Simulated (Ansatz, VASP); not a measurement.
One calculation of SnSe, two programs

```
Sn Se
1.0
     5.07478    0.00000    0.00000
    -2.53739    4.39489    0.00000
     0.00000    0.00000    6.17368
Sn Se
2 2
Direct
  0.33333 0.66667 0.96086
  0.66667 0.33333 0.46086
  0.33333 0.66667 0.41414
  0.66667 0.33333 0.91414
```

Alike in both runs: task single point; functional r2SCAN; k mesh 6 × 6 × 2; no spin polarisation.

```csv
,VASP,Ansatz
version,VASP 6.6.1,Ansatz 0.2.0
potentials or method,"VASP PAW PBE potentials, release 64 (Sn_d, Se)","plane waves, PAW"
plane-wave cutoff (eV),520,500
occupations,"gaussian, width 0.01 eV",fixed
valence electrons in the cell,40,60
```

|  | VASP | Ansatz | Ansatz less VASP |
| --- | --- | --- | --- |
| gap on the k mesh at the Fermi level (eV) | 0.99 | 0.99 | -0.001 |

VASP's potentials were made for PBE, not for r2SCAN. VASP's potentials hold 40 valence electrons a cell and Ansatz's 60, so a difference there can come from the potentials and not from the codes.

The k mesh is coarse, so the values compare programs but aren't converged.
